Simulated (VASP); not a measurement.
Set up this calculation in VASP 6.6.1, as the native input.

| Property | Result |
| --- | --- |
| Task | single point |
| Functional | PBE |
| Potentials or basis | VASP PAW PBE potentials, release 64 (Ag) |
| Cutoff | 520 eV |
| k mesh | 9 × 9 × 13 |
| Occupations | fermi-dirac, width 0.1 eV |
| Spin | no spin polarisation |
| Dipole correction | no |
| Further INCAR settings | ALGO = Normal; EDIFF = 1e-07; NBANDS = 24 |

The structure of Ag lies in POSCAR:

```
Ag
1.0
    4.6621367593      0.0000000000      0.0000000000
   -2.3310683797      4.0375288695      0.0000000000
    0.0000000000      0.0000000000      2.7925654437
Ag
3
Direct
    0.0000000000      1.0000000000      0.0000000000
    0.3333333333      0.6666666667      0.5000000000
    0.6666666667      0.3333333333      0.5000000000
```

This cell differs from its parent crystal: volume scaled by 0.96.

One way to write it, as run:

INCAR

```
PREC     = Accurate       # precision mode
ENCUT    = 520            # plane-wave cutoff, eV
EDIFF    = 1E-7           # SCF threshold, eV
ISMEAR   = -1             # smearing method
SIGMA    = 0.1            # smearing width, eV
LREAL    = False          # projectors in reciprocal space
LASPH    = True           # aspherical terms in the spheres
NELM     = 80             # most SCF steps
ALGO     = Normal         # electronic algorithm
ISIF     = 2              # what is computed and relaxed
LWAVE    = False          # write WAVECAR
LCHARG   = False          # write CHGCAR
GGA      = PE             # functional
NBANDS   = 24             # bands
```

KPOINTS

```
regular mesh
0
Gamma
  9 9 13
```

Potentials or basis: VASP PAW PBE potentials, release 64 (Ag).

The run is started by

```sh
$ cat potpaw_PBE.64/Ag/POTCAR > POTCAR
$ mpirun -np 1 vasp_std > vasp.out
```

It gave:

The pressure is 3.8 GPa.

Run time: 62 s on 1 thread of Intel(R) Xeon(R) Platinum 8488C (Sapphire Rapids) (shared host), peak memory 0.23 GiB.
